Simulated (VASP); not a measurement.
# Mn (Pm-3m) in VASP: notebook, part 2 of 2

VASP 6.6.1. Earlier steps stand in the parts before.

### 4 Single point, PBE, collinear spin, ferromagnetic start

This run uses another cell than the first one: it holds 1 atom, not 2.

File INCAR:

```
SYSTEM = Mn
  PREC = Accurate
  ENCUT = 500
  EDIFF = 1E-6
  ISMEAR = -1
  SIGMA = 0.1
  LREAL = .False.
  LASPH = .True.
  NELM = 200
  ALGO = Normal
  ISIF = 2
  LWAVE = .False.
  LCHARG = .True.
  ISPIN = 2
  MAGMOM = 0.429
  LORBIT = 11
  LMAXMIX = 4
  GGA = PE
  LELF = .True.
  LVHAR = .True.
  NBANDS = 16
  GGA_COMPAT = .False.
```

File KPOINTS:

```
Automatic mesh
0
Gamma
  7 7 7
  0 0 0
```

File POSCAR:

```
Mn
1.0
    2.2874223993      0.0000000000      0.0000000000
    0.0000000000      2.2874223993      0.0000000000
    0.0000000000      0.0000000000      2.2874223993
Mn
1
Direct
    0.0000000000      0.0000000000      0.0000000000
```

Potentials or basis: VASP PAW PBE potentials, release 64 (Mn_pv).

Command:

```console
$ cat potpaw_PBE.64/Mn_pv/POTCAR > POTCAR
$ mpirun -np 1 vasp_std > vasp.out
```

OUTCAR:

```text
SYSTEM = Mn
   PREC = Accurate
   ENCUT = 500
   EDIFF = 1E-6
   ISMEAR = -1
   LREAL = .False.
   LASPH = .True.
   NELM = 200
   ISIF = 2
   ISPIN = 2
   LORBIT = 11
   GGA = PE

 ion  position               nearest neighbor table
   1  0.000  0.000  0.000-

  LATTYP: Found a simple cubic cell.
 ALAT       =     2.2874223993

  Lattice vectors:

 A1 = (   2.2874223993,   0.0000000000,   0.0000000000)
 A2 = (   0.0000000000,   2.2874223993,   0.0000000000)
 A3 = (   0.0000000000,   0.0000000000,   2.2874223993)

Analysis of symmetry for initial positions (statically):
=====================================================================
 Subroutine PRICEL returns:
 Original cell was already a primitive cell.

 Routine SETGRP: Setting up the symmetry group for a
 simple cubic supercell.

 Subroutine GETGRP returns: Found 48 space group operations
 (whereof 48 operations were pure point group operations)
 out of a pool of 48 trial point group operations.

The static configuration has the point symmetry O_h .

Analysis of symmetry for dynamics (positions and initial velocities):
=====================================================================
 Subroutine PRICEL returns:
 Original cell was already a primitive cell.

 Routine SETGRP: Setting up the symmetry group for a
 simple cubic supercell.

 Subroutine GETGRP returns: Found 48 space group operations
 (whereof 48 operations were pure point group operations)
 out of a pool of 48 trial point group operations.

The dynamic configuration has the point symmetry O_h .

Analysis of structural, dynamic, and magnetic symmetry:
=====================================================================
 Subroutine PRICEL returns:
 Original cell was already a primitive cell.

 Routine SETGRP: Setting up the symmetry group for a
 simple cubic supercell.

 Subroutine GETGRP returns: Found 48 space group operations
 (whereof 48 operations were pure point group operations)
 out of a pool of 48 trial point group operations.

The overall configuration has the point symmetry O_h .

 Subroutine INISYM returns: Found 48 space group operations
 (whereof 48 operations are pure point group operations),
 and found     1 'primitive' translations

----------------------------------------------------------------------------------------

                                     Primitive cell

  volume of cell :      11.9685

  direct lattice vectors                    reciprocal lattice vectors
     2.287422399  0.000000000  0.000000000     0.437173301  0.000000000  0.000000000
     0.000000000  2.287422399  0.000000000     0.000000000  0.437173301  0.000000000
     0.000000000  0.000000000  2.287422399     0.000000000  0.000000000  0.437173301

  length of vectors
     2.287422399  2.287422399  2.287422399     0.437173301  0.437173301  0.437173301

  position of ions in fractional coordinates (direct lattice)
     0.000000000  0.000000000  0.000000000

  ion indices of the primitive-cell ions
   primitive index   ion index
                 1           1

----------------------------------------------------------------------------------------

[... 51 lines left out ...]
   ions per type =               1
   NGX,Y,Z   is equivalent  to a cutoff of  13.08, 13.08, 13.08 a.u.
   NGXF,Y,Z  is equivalent  to a cutoff of  26.16, 26.16, 26.16 a.u.
 SYSTEM =  Mn
   PREC   = accura    normal or accurate (medium, high low for compatibility)
   ISTART =      0    job   : 0-new  1-cont  2-samecut
   ICHARG =      2    charge: 1-file 2-atom 10-const
   ISPIN  =      2    spin polarized calculation?
   LNONCOLLINEAR =      F non collinear calculations
   LSORBIT =      F    spin-orbit coupling
   LASPH  =      T    aspherical Exc in radial PAW
   ENCUT  =  500.0 eV  36.75 Ry    6.06 a.u.   4.17  4.17  4.17*2*pi/ulx,y,z
   NELM   =    200;   NELMIN=  2; NELMDL= -5     # of ELM steps
   EDIFF  = 0.1E-05   stopping-criterion for ELM
   LREAL  =      F    real-space projection
   EDIFFG = 0.1E-04   stopping-criterion for IOM
   NSW    =      0    number of steps for IOM
   IBRION =     -1    ionic relax: 0-MD 1-quasi-New 2-CG
   NFREE  =      0    steps in history (QN), initial steepest desc. (CG)
   ISIF   =      2    stress and relaxation
   ISYM   =      2    0-nonsym 1-usesym 2-fastsym
   POTIM  = 0.5000    time-step for ionic-motion
   TEBEG  =    0.0;   TEEND  =   0.0 temperature during run
   PSTRESS=    0.0 pullay stress
   NELECT =      13.0000    total number of electrons
   NUPDOWN=      -1.0000    fix difference up-down
   EMIN   =  10.00;   EMAX   =-10.00  energy-range for DOS
   EFERMI =   0.00;   METHOD = LEGACY
   ISMEAR =    -1;   SIGMA  =   0.10  broadening in eV -4-tet -1-fermi 0-gaus
   EFERMI_NEDOS =   21; number of points for ismear=-14 and -15
   IALGO  =     38    algorithm
   IMIX   =      4    mixing-type and parameters
     AMIX     =   0.40;   BMIX     =  1.00
     AMIX_MAG =   1.60;   BMIX_MAG =  1.00
  volume/ion in A,a.u.               =      11.97        80.77
  Fermi-wavevector in a.u.,A,eV,Ry     =   1.682840  3.180107 38.531040  2.831952
  Thomas-Fermi vector in A             =   2.766148
   LORBIT       =     11    0 simple, 1 ext, 2 COOP (PROOUT), +10 PAW based schemes
   GGA     = PE    functional components
   LHFCALC =     F    Hartree Fock is set to
   AEXX    =    0.0000 exact exchange contribution
   IVDW    =     0    specifies the selected vdW correction
   LEPSILON=     F    determine dielectric tensor
   LRPA    =     F    only Hartree local field effects (RPA)
 spin polarized calculation
  energy-cutoff  :      500.00
  volume of cell :       11.97
 maximum number of plane-waves:       312
 NGX is ok and might be reduce to    18

 number of electron      13.0000020 magnetization       0.2005175

 Free energy of the ion-electron system (eV)
  ---------------------------------------------------
  ext. energy  EPLUGINS =         0.00000000
  ---------------------------------------------------
  free energy    TOTEN  =        -8.06051051 eV

  energy without entropy =       -8.00055661  energy(sigma->0) =       -8.03053356

 E-fermi :   9.3713     XC(G=0): -13.2589

 val. band max:        9.2620846335   @ k =   0.4286   0.2857   0.2857
 cond. band min:       9.3974816328   @ k =   0.4286   0.2857   0.0000
 fundamental gap:      0.1353969993
 Fermi energy:         9.3712899718

 spin component 1

 k-point     1 :       0.0000    0.0000    0.0000
  band No.  band energies     occupation
      1     -38.4708      1.00000
      2     -38.4708      1.00000
      3     -38.4708      1.00000
      4       1.4073      1.00000
      5       5.6664      1.00000
      6       5.6664      1.00000
[... 356 lines left out ...]
      2     -39.0658      1.00000
      3     -39.0658      1.00000
      4       5.8889      1.00000
      5       6.1922      1.00000
      6       6.1922      1.00000
[... 8 lines left out ...]
     15      30.5902      0.00000
     16      39.4295      0.00000
 Fermi energy:         9.3712899718

 spin component 2

 k-point     1 :       0.0000    0.0000    0.0000
  band No.  band energies     occupation
      1     -38.2447      1.00000
      2     -38.2447      1.00000
      3     -38.2447      1.00000
      4       1.4314      1.00000
      5       5.7943      1.00000
      6       5.7943      1.00000
[... 357 lines left out ...]
      3     -38.8436      1.00000
      4       6.0611      1.00000
      5       6.3748      1.00000
      6       6.3748      1.00000
[... 8 lines left out ...]
     15      30.6514      0.00000
     16      39.7037      0.00000

------------------------ aborting loop because EDIFF is reached ----------------------------------------

  FORCE on cell =-STRESS in cart. coord.  units (eV):
  Direction    XX          YY          ZZ          XY          YZ          ZX
  --------------------------------------------------------------------------------------
  -------------------------------------------------------------------------------------
  Total       -0.0352223     -0.0352223     -0.0352223      0.0000000      0.0000000     -0.0000000
  in kB       -4.7150857     -4.7150857     -4.7150857      0.0000000      0.0000000     -0.0000000
  external PRESSURE =      -4.7150857 kB  Pullay stress =       0.0000000 kB

 VOLUME and BASIS-vectors are now :
 -----------------------------------------------------------------------------
  energy-cutoff  :      500.00
  volume of cell :       11.97
      direct lattice vectors                 reciprocal lattice vectors
     2.287422399  0.000000000  0.000000000     0.437173301  0.000000000  0.000000000
     0.000000000  2.287422399  0.000000000     0.000000000  0.437173301  0.000000000
     0.000000000  0.000000000  2.287422399     0.000000000  0.000000000  0.437173301

 POSITION                                       TOTAL-FORCE (eV/Angst)
 -----------------------------------------------------------------------------------
      0.00000      0.00000      0.00000         0.000000      0.000000      0.000000
 -----------------------------------------------------------------------------------
    total drift:                               -0.000000      0.000000      0.000000

  FREE ENERGIE OF THE ION-ELECTRON SYSTEM (eV)
  ---------------------------------------------------
  free  energy   TOTEN  =        -8.0605105147 eV

  energy  without entropy=       -8.0005566061  energy(sigma->0) =       -8.03053356

 total charge

# of ion       s       p       d       tot
------------------------------------------
    1        0.417   6.316   5.255  11.988

 magnetization (x)

# of ion       s       p       d       tot
------------------------------------------
    1       -0.001  -0.002   0.203   0.200
```

It took 7.5 s on 1 thread of Intel Xeon Platinum 8259CL at 2.50GHz (Skylake/Cascade Lake), shared host; peak memory 0.12 GiB.

What came out:

```
Free energy                                           : -8.0605 eV
Pressure                                              : -0.5 GPa
Net moment                                            : 0.20 μB per cell
Site moments                                          : Mn +0.20 μB
Valence electrons inside the program's atomic spheres : Mn 11.99
```

Levels at points of the mesh, in eV from the Fermi level:
Spin up:
```csv
k point,band 4,band 5,band 6,band 7,band 8,band 9
"(0.00, 0.00, 0.00)",-7.96,-3.70,-3.70,1.51,1.51,1.51
```
Spin down:
| k point | band 2 | band 3 | band 4 | band 5 | band 6 | band 7 | band 8 | band 9 | band 10 | band 11 |
| --- | --- | --- | --- | --- | --- | --- | --- | --- | --- | --- |
| (0.00, 0.00, 0.00) | -47.62 | -47.62 | -7.94 | -3.58 | -3.58 | 1.77 | 1.77 | 1.77 | 20.34 | 20.34 |

Caveat: the k points lie up to 0.39 Å⁻¹ apart.

### 5 Single point, HSE06, collinear spin, ferromagnetic start

This run uses another cell than the first one: it holds 1 atom, not 2.

POSCAR is that of step 4.

File INCAR.step1:

```
SYSTEM = Mn
PREC = Accurate ; ENCUT = 520
EDIFF = 1E-5 ; ISMEAR = -1
SIGMA = 0.1 ; LREAL = .False.
LASPH = .True. ; NELM = 150
ALGO = Normal ; ISIF = 2
LWAVE = .True. ; LCHARG = .False.
ISPIN = 2 ; MAGMOM = 0.429
LORBIT = 11 ; LMAXMIX = 4
NBANDS = 16 ; GGA = PE
```

File INCAR.step2:

```
SYSTEM = Mn
PREC = Accurate ; ENCUT = 520
EDIFF = 1E-7 ; ISMEAR = -1
SIGMA = 0.1 ; LREAL = .False.
LASPH = .True. ; NELM = 150
ALGO = Normal ; ISIF = 2
LWAVE = .False. ; LCHARG = .False.
ISPIN = 2 ; MAGMOM = 0.429
LORBIT = 11 ; LMAXMIX = 4
GGA = PE ; LHFCALC = .True.
HFSCREEN = 0.2079 ; PRECFOCK = Normal
NBANDS = 16 ; ISTART = 1
```

KPOINTS is that of step 4.

Command:

```console
$ cat potpaw_PBE.64/Mn_pv/POTCAR > POTCAR
$ cp INCAR.step1 INCAR
$ mpirun -np 1 vasp_std > vasp.out
$ cp INCAR.step2 INCAR
$ mpirun -np 1 vasp_std > vasp.out
```

It took 61 min on 1 thread of Intel Xeon Platinum 8175M at 2.50GHz (Skylake/Cascade Lake), shared host; peak memory 0.23 GiB.

Results (log left out):

| Item | Value |
| --- | --- |
| Free energy | -10.0129 eV |
| Pressure | -9.4 GPa |
| Net moment | 0.00 μB per cell |
| Valence electrons inside the program's atomic spheres | Mn 11.98 |

Levels at points of the mesh, in eV from the Fermi level:
Spin up:
```tsv
k point	band 4	band 5	band 6	band 7	band 8	band 9
(0.00, 0.00, 0.00)	-9.19	-5.38	-5.38	2.59	2.59	2.59
```
Spin down:
```tsv
k point	band 3	band 4	band 5	band 6	band 7	band 8	band 9	band 10
(0.00, 0.00, 0.00)	-51.78	-9.19	-5.38	-5.38	2.59	2.59	2.59	21.41
```

Caveat: the k points lie up to 0.39 Å⁻¹ apart; the PAW data sets were made with another functional, which shifts forces and pressure a little.

### 6 The runs side by side

```tsv
level	spin	cell	k mesh	cutoff (eV)	grid for exact exchange (PRECFOCK)	screening parameter	gap on the mesh (eV)	pressure (GPa)	moment (μB)
PBE	collinear, antiferromagnetic start	a = 3.356 Å, angles 60.0°, 2 atoms	6 × 6 × 6	520	-	-	none	-0.3	0.00
PBE	off	a = 2.285 Å, 1 atom	22 × 22 × 22	520	-	-	none	0.1	-
PBE	collinear, ferromagnetic start	a = 2.287 Å, 1 atom	7 × 7 × 7	500	-	-	none	-0.5	0.20
HSE06	collinear, ferromagnetic start	a = 2.287 Å, 1 atom	7 × 7 × 7	520	Normal	0.2079 1/Å	none	-9.4	0.00
```

Alike in all rows: task single point; potentials or basis VASP PAW PBE potentials, release 64 (Mn_pv); smearing fermi-dirac 0.1 eV.

Caveats: some runs use coarse meshes; the PAW data sets were made with another functional, which shifts forces and pressure a little (some runs).

Total energies depend on the potentials used, so only differences within one code and one set of settings carry meaning.
